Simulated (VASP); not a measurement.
Here is a VASP 6.6.1 calculation.

Contents of INCAR:

```
  ALGO = Normal
  EDIFF = 1E-6
  ENCUT = 520
  GGA = PE
  ISIF = 2
  ISMEAR = 0
  LASPH = T
  LCHARG = F
  LREAL = F
  LWAVE = F
  NBANDS = 30
  NELM = 80
  PREC = Accurate
  SIGMA = 0.1
```

File KPOINTS:

```
k-points
0
Gamma
  4 4 4
```

Contents of POSCAR:

```
LiF
1.0
    1.4178329000      2.7474268000      0.0000000000
    4.2534987000     -2.7474268000      0.0000000000
   -1.4178329000      0.0000000000     -4.8627756000
Li F
4 4
Direct
    0.9081690000      0.9081690000      0.6326760000
    0.4081690000      0.4081690000      0.6326760000
    0.2831690000      0.7831690000      0.1326760000
    0.7831690000      0.2831690000      0.1326760000
    0.5918310000      0.5918310000      0.3673240000
    0.0918310000      0.0918310000      0.3673240000
    0.4668310000      0.9668310000      0.8673240000
    0.9668310000      0.4668310000      0.8673240000
```

Potentials or basis: VASP PAW PBE potentials, release 64 (Li_sv, F).

Command:

```console
$ cat potpaw_PBE.64/Li_sv/POTCAR potpaw_PBE.64/F/POTCAR > POTCAR
$ mpirun -np 1 vasp_std > vasp.out
```

What does it give for the band gap on the k mesh?

7.79 eV.

Caveat: the k points lie up to 0.52 Å⁻¹ apart. A k mesh can miss the band edges.
